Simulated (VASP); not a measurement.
# CdS (km) (P6_3mc) in VASP: single point with PBEsol

Aim: the single point of CdS (km) with PBEsol.

All numbers are computed with VASP 6.6.1; they aren't measurements. Logs are shortened: lines on timing, memory, paths and dates and some standing lists are left out, and cuts for length are marked.

## Step 1: The cell of the first run

The structure is hexagonal, space group P6_3mc (No. 186). The conventional cell has a = 4.125 Å, b = 4.125 Å, c = 6.709 Å, α = 90.00°, β = 90.00°, γ = 120.00°. Cd (site symmetry 3m) has 4 S at 2.52 to 2.53 Å within 3.3 Å. Within 3.3 Å of S (site symmetry 3m) lie 4 Cd at 2.52 to 2.53 Å.

## Step 2: Single point, PBEsol

File INCAR:

```
SYSTEM = CdS
PREC     = Accurate       ! precision mode
ENCUT    = 500            ! plane-wave cutoff, eV
EDIFF    = 1E-6           ! SCF threshold, eV
ISMEAR   = 0              ! smearing method
SIGMA    = 0.02           ! smearing width, eV
LREAL    = .FALSE.        ! projectors in reciprocal space
LASPH    = .TRUE.         ! aspherical terms in the spheres
NELM     = 120            ! most SCF steps
ALGO     = Normal         ! electronic algorithm
ISIF     = 2              ! what is computed and relaxed
LWAVE    = .FALSE.        ! write WAVECAR
LCHARG   = .FALSE.        ! write CHGCAR
GGA      = PS             ! functional
NBANDS   = 26             ! bands
GGA_COMPAT= .FALSE.
```

File KPOINTS:

```
Automatic mesh
0
G
  3 3 2
  0 0 0
```

File POSCAR:

```
CdS
1.0
    4.1245340255      0.0000000000      0.0000000000
   -2.0622670128      3.5719512449      0.0000000000
    0.0000000000      0.0000000000      6.7092066192
Cd S
2 2
Direct
    0.3333333333      0.6666666667      0.0001786394
    0.6666666667      0.3333333333      0.5001786394
    0.3333333333      0.6666666667      0.3768213606
    0.6666666667      0.3333333333      0.8768213606
```

Potentials or basis: VASP PAW PBE potentials, release 64 (Cd, S).

Run with:

```
$ cat potpaw_PBE.64/Cd/POTCAR potpaw_PBE.64/S/POTCAR > POTCAR
$ mpirun -np 1 vasp_std > vasp.out
```

OUTCAR:

```text
SYSTEM = CdS
   PREC = Accurate
   ENCUT = 500
   EDIFF = 1E-6
   ISMEAR = 0
   LREAL = .FALSE.
   LASPH = .TRUE.
   NELM = 120
   ISIF = 2
   GGA = PS

 ion  position               nearest neighbor table
   1  0.333  0.667  0.000-   4 2.52   4 2.52   4 2.52   3 2.53
   2  0.667  0.333  0.500-   3 2.52   3 2.52   3 2.52   4 2.53
   3  0.333  0.667  0.377-   2 2.52   2 2.52   2 2.52   1 2.53
   4  0.667  0.333  0.877-   1 2.52   1 2.52   1 2.52   2 2.53

  LATTYP: Found a hexagonal cell.
 ALAT       =     4.1245340255
 C/A-ratio  =     1.6266580849

  Lattice vectors:

 A1 = (   4.1245340255,   0.0000000000,   0.0000000000)
 A2 = (  -2.0622670128,   3.5719512449,   0.0000000000)
 A3 = (   0.0000000000,   0.0000000000,   6.7092066192)

Analysis of symmetry for initial positions (statically):
=====================================================================
 Subroutine PRICEL returns:
 Original cell was already a primitive cell.

 Routine SETGRP: Setting up the symmetry group for a
 hexagonal supercell.

 Subroutine GETGRP returns: Found 12 space group operations
 (whereof  6 operations were pure point group operations)
 out of a pool of 24 trial point group operations.

The static configuration has the point symmetry C_3v.
 The point group associated with its full space group is C_6v.

Analysis of symmetry for dynamics (positions and initial velocities):
=====================================================================
 Subroutine PRICEL returns:
 Original cell was already a primitive cell.

 Routine SETGRP: Setting up the symmetry group for a
 hexagonal supercell.

 Subroutine GETGRP returns: Found 12 space group operations
 (whereof  6 operations were pure point group operations)
 out of a pool of 24 trial point group operations.

The dynamic configuration has the point symmetry C_3v.
 The point group associated with its full space group is C_6v.

 Subroutine INISYM returns: Found 12 space group operations
 (whereof  6 operations are pure point group operations),
 and found     1 'primitive' translations

----------------------------------------------------------------------------------------

                                     Primitive cell

  volume of cell :      98.8443

  direct lattice vectors                    reciprocal lattice vectors
     4.124534026  0.000000000  0.000000000     0.242451631  0.139979514  0.000000000
    -2.062267013  3.571951245  0.000000000     0.000000000  0.279959028  0.000000000
     0.000000000  0.000000000  6.709206619     0.000000000  0.000000000  0.149048920

  length of vectors
     4.124534026  4.124534026  6.709206619     0.279959028  0.279959028  0.149048920

  position of ions in fractional coordinates (direct lattice)
     0.333333333  0.666666667  0.000178639
     0.666666667  0.333333333  0.500178639
     0.333333333  0.666666667  0.376821361
     0.666666667  0.333333333  0.876821361

  ion indices of the primitive-cell ions
   primitive index   ion index
                 1           1
                 2           2
                 3           3
                 4           4

----------------------------------------------------------------------------------------

 KPOINTS: Automatic mesh

Automatic generation of k-mesh.
 Grid dimensions read from file:
 generate k-points for:    3    3    2

 Generating k-lattice:

  Cartesian coordinates                     Fractional coordinates (reciprocal lattice)
     0.080817210  0.046659838  0.000000000     0.333333333  0.000000000  0.000000000
     0.000000000  0.093319676  0.000000000     0.000000000  0.333333333  0.000000000
     0.000000000  0.000000000  0.074524460     0.000000000  0.000000000  0.500000000

  Length of vectors
     0.093319676  0.093319676  0.074524460

  Shift w.r.t. Gamma in fractional coordinates (k-lattice)
     0.000000000  0.000000000  0.000000000

 Subroutine IBZKPT returns following result:
 ===========================================

 Found      6 irreducible k-points:

 Following reciprocal coordinates:
            Coordinates               Weight
  0.000000  0.000000  0.000000      1.000000
  0.333333  0.000000  0.000000      6.000000
  0.333333  0.333333  0.000000      2.000000
  0.000000  0.000000  0.500000      1.000000
  0.333333  0.000000  0.500000      6.000000
  0.333333  0.333333  0.500000      2.000000
   k-points           NKPTS =      6   k-points in BZ     NKDIM =      6   number of bands    NBANDS=     26
   number of dos      NEDOS =    301   number of ions     NIONS =      4
   total plane-waves  NPLWV =  45000
   dimension x,y,z NGX =    30 NGY =   30 NGZ =   50
   dimension x,y,z NGXF=    60 NGYF=   60 NGZF=  100
   ions per type =               2   2
   NGX,Y,Z   is equivalent  to a cutoff of  12.09, 12.09, 12.39 a.u.
   NGXF,Y,Z  is equivalent  to a cutoff of  24.18, 24.18, 24.78 a.u.
 SYSTEM =  CdS
   PREC   = accura    normal or accurate (medium, high low for compatibility)
   ISTART =      0    job   : 0-new  1-cont  2-samecut
   ICHARG =      2    charge: 1-file 2-atom 10-const
   ISPIN  =      1    spin polarized calculation?
   LNONCOLLINEAR =      F non collinear calculations
   LSORBIT =      F    spin-orbit coupling
   LASPH  =      T    aspherical Exc in radial PAW
   ENCUT  =  500.0 eV  36.75 Ry    6.06 a.u.   7.52  7.52 12.23*2*pi/ulx,y,z
   NELM   =    120;   NELMIN=  2; NELMDL= -5     # of ELM steps
   EDIFF  = 0.1E-05   stopping-criterion for ELM
   LREAL  =      F    real-space projection
   EDIFFG = 0.1E-04   stopping-criterion for IOM
   NSW    =      0    number of steps for IOM
   IBRION =     -1    ionic relax: 0-MD 1-quasi-New 2-CG
   NFREE  =      0    steps in history (QN), initial steepest desc. (CG)
   ISIF   =      2    stress and relaxation
   ISYM   =      2    0-nonsym 1-usesym 2-fastsym
   POTIM  = 0.5000    time-step for ionic-motion
   TEBEG  =    0.0;   TEEND  =   0.0 temperature during run
   PSTRESS=    0.0 pullay stress
   NELECT =      36.0000    total number of electrons
   NUPDOWN=      -1.0000    fix difference up-down
   EMIN   =  10.00;   EMAX   =-10.00  energy-range for DOS
   EFERMI =   0.00;   METHOD = LEGACY
   ISMEAR =     0;   SIGMA  =   0.02  broadening in eV -4-tet -1-fermi 0-gaus
   EFERMI_NEDOS =   21; number of points for ismear=-14 and -15
   IALGO  =     38    algorithm
   IMIX   =      4    mixing-type and parameters
     AMIX     =   0.40;   BMIX     =  1.00
     AMIX_MAG =   1.60;   BMIX_MAG =  1.00
  volume/ion in A,a.u.               =      24.71       166.76
  Fermi-wavevector in a.u.,A,eV,Ry     =   1.169118  2.209313 18.596956  1.366838
  Thomas-Fermi vector in A             =   2.305596
   LORBIT       =      0    0 simple, 1 ext, 2 COOP (PROOUT), +10 PAW based schemes
   GGA     = PS    functional components
   LHFCALC =     F    Hartree Fock is set to
   AEXX    =    0.0000 exact exchange contribution
   IVDW    =     0    specifies the selected vdW correction
   LEPSILON=     F    determine dielectric tensor
   LRPA    =     F    only Hartree local field effects (RPA)
 non-spin polarized calculation
 Gauss-broadening in eV      SIGMA  =   0.02
  energy-cutoff  :      500.00
  volume of cell :       98.84
 maximum number of plane-waves:      2539
 NGX is ok and might be reduce to    30
   NGX = 15   NGY = 15   NGZ = 25

 number of electron      35.9999992 magnetization

 Free energy of the ion-electron system (eV)
  ---------------------------------------------------
  ext. energy  EPLUGINS =         0.00000000
  ---------------------------------------------------
  free energy    TOTEN  =       -13.45774759 eV

  energy without entropy =      -13.45774759  energy(sigma->0) =      -13.45774759

 E-fermi :   1.4419     XC(G=0):  -9.3707

 val. band max:        1.2903167725   @ k =   0.0000   0.0000   0.0000
 cond. band min:       2.3642951558   @ k =   0.0000   0.0000   0.0000
 fundamental gap:      1.0739783834
 Fermi energy:         1.4419296255

 k-point     1 :       0.0000    0.0000    0.0000
  band No.  band energies     occupation
      1     -11.1203      2.00000
      2     -10.6691      2.00000
      3      -6.4768      2.00000
      4      -6.4673      2.00000
      5      -6.4673      2.00000
      6      -6.3816      2.00000
[... 18 lines left out ...]
     25       8.7637      0.00000
     26       8.8785      0.00000

 k-point     2 :       0.3333    0.0000    0.0000
  band No.  band energies     occupation
      1     -10.8067      2.00000
      2     -10.5553      2.00000
      3      -6.3899      2.00000
      4      -6.3703      2.00000
      5      -6.2475      2.00000
      6      -6.2134      2.00000
[... 18 lines left out ...]
     25       9.4752      0.00000
     26      10.0415      0.00000

 k-point     3 :       0.3333    0.3333    0.0000
  band No.  band energies     occupation
      1     -10.5761      2.00000
      2     -10.5761      2.00000
      3      -6.4055      2.00000
      4      -6.2218      2.00000
      5      -6.2218      2.00000
      6      -6.1530      2.00000
[... 18 lines left out ...]
     25       9.8723      0.00000
     26       9.8723      0.00000

 k-point     4 :       0.0000    0.0000    0.5000
  band No.  band energies     occupation
      1     -10.8907      2.00000
      2     -10.8907      2.00000
      3      -6.4316      2.00000
      4      -6.4316      2.00000
      5      -6.4316      2.00000
      6      -6.4316      2.00000
[... 18 lines left out ...]
     25       7.9908      0.00000
     26       7.9908      0.00000

 k-point     5 :       0.3333    0.0000    0.5000
  band No.  band energies     occupation
      1     -10.6709      2.00000
      2     -10.6709      2.00000
      3      -6.3463      2.00000
      4      -6.3463      2.00000
      5      -6.2908      2.00000
      6      -6.2908      2.00000
[... 18 lines left out ...]
     25       9.3589      0.00000
     26       9.3589      0.00000

 k-point     6 :       0.3333    0.3333    0.5000
  band No.  band energies     occupation
      1     -10.5641      2.00000
      2     -10.5641      2.00000
      3      -6.2829      2.00000
      4      -6.2829      2.00000
      5      -6.2639      2.00000
      6      -6.2639      2.00000
[... 18 lines left out ...]
     25      10.4968      0.00000
     26      10.4968      0.00000

------------------------ aborting loop because EDIFF is reached ----------------------------------------

  FORCE on cell =-STRESS in cart. coord.  units (eV):
  Direction    XX          YY          ZZ          XY          YZ          ZX
  --------------------------------------------------------------------------------------
  -------------------------------------------------------------------------------------
  Total        0.6554295      0.6554295      0.0572361     -0.0000000     -0.0000000      0.0000000
  in kB       10.6239247     10.6239247      0.9277465     -0.0000000     -0.0000000      0.0000000
  external PRESSURE =       7.3918653 kB  Pullay stress =       0.0000000 kB

 VOLUME and BASIS-vectors are now :
 -----------------------------------------------------------------------------
  energy-cutoff  :      500.00
  volume of cell :       98.84
      direct lattice vectors                 reciprocal lattice vectors
     4.124534026  0.000000000  0.000000000     0.242451631  0.139979514  0.000000000
    -2.062267013  3.571951245  0.000000000     0.000000000  0.279959028  0.000000000
     0.000000000  0.000000000  6.709206619     0.000000000  0.000000000  0.149048920

 POSITION                                       TOTAL-FORCE (eV/Angst)
 -----------------------------------------------------------------------------------
     -0.00000      2.38130      0.00120         0.000000      0.000000      0.054409
      2.06227      1.19065      3.35580        -0.000000      0.000000      0.054409
     -0.00000      2.38130      2.52817        -0.000000      0.000000     -0.054409
      2.06227      1.19065      5.88278         0.000000     -0.000000     -0.054409
 -----------------------------------------------------------------------------------
    total drift:                               -0.000000      0.000000      0.000442

  FREE ENERGIE OF THE ION-ELECTRON SYSTEM (eV)
  ---------------------------------------------------
  free  energy   TOTEN  =       -13.4577475944 eV

  energy  without entropy=      -13.4577475944  energy(sigma->0) =      -13.45774759
```

It took 14 s on 1 thread of Intel Xeon 6975P-C, shared host; peak memory 0.2 GiB.

Results:

* Free energy: -13.4577 eV
* Pressure: 0.7 GPa
* Largest force: 0.054 eV/Å
* Band gap on the k mesh: 1.07 eV, direct

Forces in eV/Å, atoms in the order of the input:
```
Cd   0.000  0.000  0.054
Cd   0.000  0.000  0.054
S    0.000  0.000 -0.054
S    0.000  0.000 -0.054
```

Caveat: the k points lie up to 0.59 Å⁻¹ apart; the PAW data sets were made with another functional, which shifts forces and pressure a little.
